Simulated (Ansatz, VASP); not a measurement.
Ta: VASP beside Ansatz

```
Ta
1.0
    -1.65128    1.65128    1.65128
     1.65128   -1.65128    1.65128
     3.30256    3.30256    0.00000
Ta
2
Cartesian
  0.0000 0.0000 -0.1500
  1.6513 1.6513 1.8013
```

Change from the starting cell: mode 6 (145.8 1/cm) frozen in, largest displacement +0.150 Å.

Alike in both runs: task single point; functional PBE; k mesh 18 × 18 × 10; occupations gaussian, width 0.15 eV; no spin polarisation.

|  | VASP | Ansatz |
| --- | --- | --- |
| version | VASP 6.6.1 | Ansatz 0.2.0 |
| potentials or method | VASP PAW PBE potentials, release 64 (Ta_pv), cutoff 500 eV | scalar-relativistic, plane waves, PAW |
| valence electrons in the cell | 22 | 26 |

Ansatz gave:

- gap on the k mesh at the Fermi level (eV): none
- pressure (GPa): 4.5
- traceless stress, the component that is largest in VASP (GPa): 2.70
- rms of the force components (eV/Å): 0.952

Problem. Estimate VASP's values.

Solution. gap on the k mesh at the Fermi level (eV): none; pressure (GPa): 4.7; traceless stress, the component that is largest in VASP (GPa): 2.74; rms of the force components (eV/Å): 0.953.

Atom by atom the forces differ by 0.001 eV/Å (rms over components). A gap of «none» marks a metal or a gap that the smearing closes. VASP's potentials hold 22 valence electrons a cell and Ansatz's 26, so a difference there can come from the potentials and not from the codes.

Spin-orbit coupling is off throughout.
